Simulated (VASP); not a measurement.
Co, 2 atoms in the cell. Symmetry: Fm-3m, No. 225, cubic system. Conventional cell: a = 3.602 Å, b = 3.602 Å, c = 3.602 Å, α = 90.00°, β = 90.00°, γ = 90.00°. Co (site symmetry m-3m) has 12 Co at 2.55 Å within 3.4 Å. 

* Program: VASP 6.6.1
* Task: single point
* Functional: PBE
* Potentials or basis: VASP PAW PBE potentials, release 64 (Co)
* Cutoff: 520 eV
* k mesh: 7 × 10 × 13
* Occupations: fermi-dirac, width 0.05 eV
* Spin: collinear spin, ferromagnetic start
* Starting moments: [3.0, 3.0] μB
* Hubbard terms: Co d U = 2.6 eV
* Dipole correction: no
* Further INCAR settings: ALGO = Normal; EDIFF = 1e-07; NBANDS = 20; ISYM = 0

Potentials or basis: VASP PAW PBE potentials, release 64 (Co).

Run with:

```sh
$ cat potpaw_PBE.64/Co/POTCAR > POTCAR
$ mpirun -np 1 vasp_std > vasp.out
```

Hardware: 1 thread of Intel(R) Xeon(R) Platinum 8488C (Sapphire Rapids), on a shared host.

**Question.** Estimate the wall time of this run.

**Answer.** Run time: 5.1 min on 1 thread of Intel(R) Xeon(R) Platinum 8488C (Sapphire Rapids) (shared host), peak memory 0.39 GiB. Counts: scf iterations 18, k points 456.
